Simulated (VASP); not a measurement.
Here is a VASP 6.6.1 calculation.

The input INCAR:

```
ALGO = Normal
EDIFF = 1E-6
ENCUT = 520
GGA = PE
ISIF = 2
ISMEAR = 0
LASPH = T
LCHARG = F
LREAL = F
LWAVE = F
NBANDS = 27
NELM = 60
PREC = Accurate
SIGMA = 0.05
```

Contents of KPOINTS:

```
k-points
0
Gamma
  8 8 6
```

POSCAR

```
InSe
1.0
    5.7418854575     -2.0623790766     -0.1306417848
    5.7418854575      2.0623790766     -0.1306417848
   -1.6623467844      0.0000000000      5.4603689881
In Se
2 2
Direct
    0.9069936990      0.8765356014      0.0731573398
    0.0930063010      0.1234643986      0.9268426602
    0.7022717497      0.6436016433      0.6919091170
    0.2977282503      0.3563983567      0.3080908830
```

Potentials or basis: VASP PAW PBE potentials, release 64 (In_d, Se).

Run with:

```sh
$ cat potpaw_PBE.64/In_d/POTCAR potpaw_PBE.64/Se/POTCAR > POTCAR
$ mpirun -np 1 vasp_std > vasp.out
```

Q: Predict the band gap on the k mesh.

A: 0.92 eV (least direct gap 1.05 eV).

Q: Estimate the largest force.

A: 0.963 eV/Å.

Q: What does it give for the pressure?

A: 0.3 GPa.

Stress tensor (GPa, compression positive):
```
-0.35  2.10 -0.38
 2.10  0.60 -3.03
-0.38 -3.03  0.57
```

Caveat: the cell differs from its parent crystal (atoms displaced along several vibrational modes); spin-orbit coupling is left out, which moves the levels of the heavy elements. A k mesh can miss the band edges.
